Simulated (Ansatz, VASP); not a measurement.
# Two plane-wave programs on Ni

```
CELL_PARAMETERS angstrom
0.00000 1.76800 1.76800
1.76800 0.00000 1.76800
1.76800 1.76800 0.00000
ATOMIC_POSITIONS crystal
Ni 0.00000 0.00000 0.00000
```

Alike in both runs: task single point; functional PBE; k mesh 15 × 15 × 15; occupations tetrahedron; no spin polarisation.

|  | VASP | Ansatz |
| --- | --- | --- |
| version | VASP 6.6.1 | Ansatz 0.2.0 |
| potentials or method | VASP PAW PBE potentials, release 64 (Ni), cutoff 600 eV | PAW, plane waves, scalar-relativistic |
| valence electrons in the cell | 10 | 18 |

```csv
,VASP,Ansatz,Ansatz less VASP
pressure (GPa),-4.2,-4.2,+0.02
```

With one functional, cell and mesh, what is left measures potentials, basis and numerics. VASP's potentials hold 10 valence electrons a cell and Ansatz's 18, so a difference there can come from the potentials and not from the codes. Ansatz's warnings: band table not solved further, tetrahedron derivatives may miss energy slope.
